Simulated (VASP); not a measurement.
Here is a VASP 6.6.1 calculation.

File POSCAR:

```
LiAsS3
1.0
    5.6013820000      3.5309730000      0.0000000000
    5.6013820000     -3.5309730000      0.0000000000
    3.8255550000      0.0000000000     -5.3490590000
Li As S
2 2 6
Direct
    0.2407000000      0.7593000000      0.0000000000
    0.7593000000      0.2407000000      0.0000000000
    0.1539000000      0.1539000000      0.4194000000
    0.8461000000      0.8461000000      0.5806000000
    0.7788000000      0.2212000000      0.5000000000
    0.2212000000      0.7788000000      0.5000000000
    0.1978000000      0.1978000000      0.6739000000
    0.8022000000      0.8022000000      0.3261000000
    0.3192000000      0.3192000000      0.0615000000
    0.6808000000      0.6808000000      0.9385000000
```

File INCAR.step1:

```
ALGO = Normal
EDIFF = 1E-4
ENCUT = 520
GGA = PE
ISMEAR = 0
LASPH = T
LCHARG = F
LREAL = F
LWAVE = T
NBANDS = 37
NELM = 60
PREC = Accurate
SIGMA = 0.0208
```

INCAR.step2

```
ALGO = Normal
EDIFF = 1E-6
ENCUT = 520
ISIF = 2
ISMEAR = 0
ISTART = 1
LASPH = T
LCHARG = F
LMIXTAU = T
LREAL = F
LWAVE = F
METAGGA = R2SCAN
NBANDS = 37
NELM = 60
PREC = Accurate
SIGMA = 0.0208
```

The input KPOINTS:

```
k-points
0
Gamma
  5 5 5
```

Potentials or basis: VASP PAW PBE potentials, release 64 (Li_sv, As, S).

Command:

```sh
$ cat potpaw_PBE.64/Li_sv/POTCAR potpaw_PBE.64/As/POTCAR potpaw_PBE.64/S/POTCAR > POTCAR
$ cp INCAR.step1 INCAR
$ mpirun -np 1 vasp_std > vasp.out
$ cp INCAR.step2 INCAR
$ mpirun -np 1 vasp_std > vasp.out
```

(1) Estimate the band gap on the k mesh.

(2) Estimate the largest force.

## Answers

(1) 2.41 eV (least direct gap 2.75 eV).

(2) 3.551 eV/Å.

Caveat: the PAW data sets were made with another functional, which shifts forces and pressure a little.
